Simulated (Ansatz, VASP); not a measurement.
BP: VASP beside Ansatz

```xyz
2
Lattice="3.2089 0.0000 0.0000 1.6044 2.7789 0.0000 1.6044 0.9263 2.6200" Properties=species:S:1:pos:R:3 pbc="T T T"
B     0.0000    0.0000    0.0000
P     1.6044    0.9263    0.6550
```

Alike in both runs: task single point; functional PBE; k mesh 6 × 6 × 6; no spin polarisation.

```csv
,VASP,Ansatz
version,VASP 6.6.1,Ansatz 0.2.0
potentials or method,"VASP PAW PBE potentials, release 64 (B, P)","plane waves, PAW"
plane-wave cutoff (eV),500,420
occupations,"gaussian, width 0.01 eV",fixed
valence electrons in the cell,8,8
```

```csv
,VASP,Ansatz,Ansatz less VASP
gap on the k mesh at the Fermi level (eV),1.33,1.33,+0.004
```
